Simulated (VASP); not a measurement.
Set up this calculation in VASP 6.6.1, as the native input.

* Task: single point
* Functional: r2SCAN
* Potentials or basis: VASP PAW PBE potentials, release 64 (Cr_pv)
* Cutoff: 550 eV
* k mesh: 12 × 12 × 12
* Occupations: fermi-dirac, width 0.1 eV
* Spin: no spin polarisation
* Dipole correction: no
* Further INCAR settings: ALGO = Normal; EDIFF = 1e-06; NBANDS = 19

Cr:

```
Cr
1.0
     0.00000    2.48862    2.48862
     2.48862    0.00000    2.48862
     2.48862    2.48862    0.00000
Cr
2
Cartesian
  0.6222 0.6222 0.6222
  4.3551 4.3551 4.3551
```

This isn't the form of Cr at room conditions, which is bcc.

One way to write it, as run:

POSCAR

```
Cr
1.0
    0.0000000000      2.4886184952      2.4886184952
    2.4886184952      0.0000000000      2.4886184952
    2.4886184952      2.4886184952      0.0000000000
Cr
2
Direct
    0.1250000000      0.1250000000      0.1250000000
    0.8750000000      0.8750000000      0.8750000000
```

INCAR.step1

```
SYSTEM = Cr
PREC = Accurate
ENCUT = 550
ISMEAR = -1
SIGMA = 0.1
LREAL = .False.
LASPH = .True.
NELM = 120
NBANDS = 19
GGA = PE
ALGO = Normal
EDIFF = 1E-5
LWAVE = .True.
LCHARG = .False.
GGA_COMPAT = .False.
```

INCAR.step2

```
SYSTEM = Cr
PREC = Accurate
ENCUT = 550
EDIFF = 1E-6
ISMEAR = -1
SIGMA = 0.1
LREAL = .False.
LASPH = .True.
NELM = 120
ALGO = Normal
ISIF = 2
LWAVE = .False.
LCHARG = .True.
METAGGA = R2SCAN
LMIXTAU = .True.
LELF = .True.
LVHAR = .True.
NBANDS = 19
ISTART = 1
GGA_COMPAT = .False.
```

KPOINTS

```
regular mesh
0
Gamma
  12 12 12
  0 0 0
```

Potentials or basis: VASP PAW PBE potentials, release 64 (Cr_pv).

Run with:

```bash
$ cat potpaw_PBE.64/Cr_pv/POTCAR > POTCAR
$ cp INCAR.step1 INCAR
$ mpirun -np 1 vasp_std > vasp.out
$ cp INCAR.step2 INCAR
$ mpirun -np 1 vasp_std > vasp.out
```

It gave:

* Pressure: 6.3 GPa
* Band gap on the k mesh: zero (bands 12 and 13 overlap by 0.62 eV)

Caveat: the cell stands under pressure; the PAW data sets were made with another functional, which shifts forces and pressure a little; the run has no spin polarisation, though such a crystal can be magnetic.

Run time: 2.8 min on 1 thread of Intel(R) Xeon(R) Platinum 8375C CPU @ 2.90GHz (Ice Lake), on a shared host, peak memory 0.18 GiB.
